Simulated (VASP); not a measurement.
Here is a VASP 6.6.1 calculation.

Contents of INCAR:

```
ALGO = Normal ; EDIFF = 1E-6
EDIFFG = -0.04 ; ENCUT = 600
GGA = PE ; IBRION = 2
ISIF = 3 ; ISMEAR = 0
LASPH = T ; LCHARG = F
LREAL = F ; LWAVE = F
NELM = 80 ; NSW = 90
PREC = Accurate ; SIGMA = 0.1
```

Contents of KPOINTS:

```
k-points
0
Gamma
  4 4 4
```

File POSCAR:

```
Na3ZrB
1.0
    4.1740920272      0.0000000000      0.0000000000
    0.0000000000      4.1740920272      0.0000000000
    0.0000000000      0.0000000000      4.1930850956
Na Zr B
3 1 1
Direct
    0.5000000000      0.5000000000      0.0000000000
    0.5000000000      0.0000000000      0.5000000000
    0.0000000000      0.5000000000      0.5000000000
    0.0000000000      0.0000000000      0.0000000000
    0.5000000000      0.5000000000      0.5000000000
```

Potentials or basis: VASP PAW PBE potentials, release 64 (Na_pv, Zr_sv, B).

Command:

```bash
$ cat potpaw_PBE.64/Na_pv/POTCAR potpaw_PBE.64/Zr_sv/POTCAR potpaw_PBE.64/B/POTCAR > POTCAR
$ mpirun -np 1 vasp_std > vasp.out
```

Question: Predict the band gap on the k mesh.

Answer: Zero (bands 18 and 19 overlap by 0.77 eV).

Question: Predict the relaxed volume.

Answer: 24.86 Å³/atom.

The path:
```csv
step,energy change (eV),largest force (eV/Å),pressure (GPa),volume (Å³)
1,0.0000,0.0000,37.88,73.06
2,-3.8255,0.0000,1.94,116.00
3,-3.8631,0.0000,0.78,120.45
4,-3.8551,0.0000,-1.00,129.70
5,-3.8723,0.0000,0.00,124.28
```

Caveat: the k points lie up to 0.31 Å⁻¹ apart in the final cell, too coarse for converged energies and pressures of a metal; the volume moved by over 15 % at a fixed basis, so the end points are rough.
